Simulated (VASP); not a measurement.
Write the native input for VASP 6.6.1 that does the following.

```
Task                   : single point
Functional             : PBE
Potentials or basis    : VASP PAW PBE potentials, release 64 (Ga_d, S)
Cutoff                 : 520 eV
k mesh                 : 6 × 6 × 6
Occupations            : gaussian, width 0.1 eV
Spin                   : no spin polarisation
Dipole correction      : no
Further INCAR settings : ALGO = Normal; EDIFF = 1e-06; NBANDS = 23
```

The structure of Ga2S lies in POSCAR:

```
Ga2S
1.0
    0.0000000000      3.0185750668      3.0185750668
    3.0185750668      0.0000000000      3.0185750668
    3.0185750668      3.0185750668      0.0000000000
Ga S
2 1
Direct
    0.2500000000      0.2500000000      0.2500000000
    0.7500000000      0.7500000000      0.7500000000
    0.0000000000      0.0000000000      0.0000000000
```

One way to write it, as run:

INCAR

```
SYSTEM = Ga2S
  ALGO = Normal
  EDIFF = 1E-6
  ENCUT = 520
  GGA = PE
  ISIF = 2
  ISMEAR = 0
  LASPH = .True.
  LCHARG = .False.
  LREAL = .False.
  LWAVE = .False.
  NBANDS = 23
  NELM = 80
  PREC = Accurate
  SIGMA = 0.1
```

KPOINTS

```
k-points
0
Gamma
  6 6 6
  0 0 0
```

Potentials or basis: VASP PAW PBE potentials, release 64 (Ga_d, S).

Command:

```bash
$ cat potpaw_PBE.64/Ga_d/POTCAR potpaw_PBE.64/S/POTCAR > POTCAR
$ mpirun -np 1 vasp_std > vasp.out
```

Results of the run:

```
Pressure               : 13.6 GPa
Band gap on the k mesh : zero (bands 16 and 17 overlap by 0.85 eV)
```

Caveat: the cell stands under pressure.

Wall time 33 s on 1 thread of Intel Xeon 8259CL, on a shared host, peak memory 0.18 GiB.
